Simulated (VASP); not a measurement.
Here is a VASP 6.6.1 calculation.

Contents of INCAR:

```
SYSTEM = TiN
  ALGO = Normal
  DIPOL = 0.5 0.5 0.500
  EDIFF = 1E-6
  ENCUT = 520
  GGA = PE
  IDIPOL = 3
  ISIF = 2
  ISMEAR = 0
  LASPH = .True.
  LCHARG = .True.
  LDIPOL = .True.
  LELF = .True.
  LREAL = .False.
  LVACPOTAV = .True.
  LVHAR = .True.
  LWAVE = .False.
  NBANDS = 34
  NELM = 60
  PREC = Accurate
  SIGMA = 0.1
```

The input KPOINTS:

```
k-points
0
Gamma
  12 12 1
  0 0 0
```

File POSCAR:

```
TiN
1.0
    3.0028920872      0.0000000000      0.0000000000
    0.0000000000      3.0028920872      0.0000000000
    0.0000000000      0.0000000000     19.2467307161
Ti N
3 3
Direct
    0.5000000000      0.5000000000      0.3896765695
    0.0000000000      0.0000000000      0.5000000000
    0.5000000000      0.5000000000      0.6103234305
    0.0000000000      0.0000000000      0.3896765695
    0.5000000000      0.5000000000      0.5000000000
    0.0000000000      0.0000000000      0.6103234305
```

Potentials or basis: VASP PAW PBE potentials, release 64 (Ti_sv, N).

Launch:

```bash
$ cat potpaw_PBE.64/Ti_sv/POTCAR potpaw_PBE.64/N/POTCAR > POTCAR
$ mpirun -np 1 vasp_std > vasp.out
```

(1) Predict the band gap on the k mesh.

(2) Predict the largest force.

## Answers

(1) zero (an odd number of electrons rules out a gap without spin polarisation).

(2) 1.851 eV/Å.
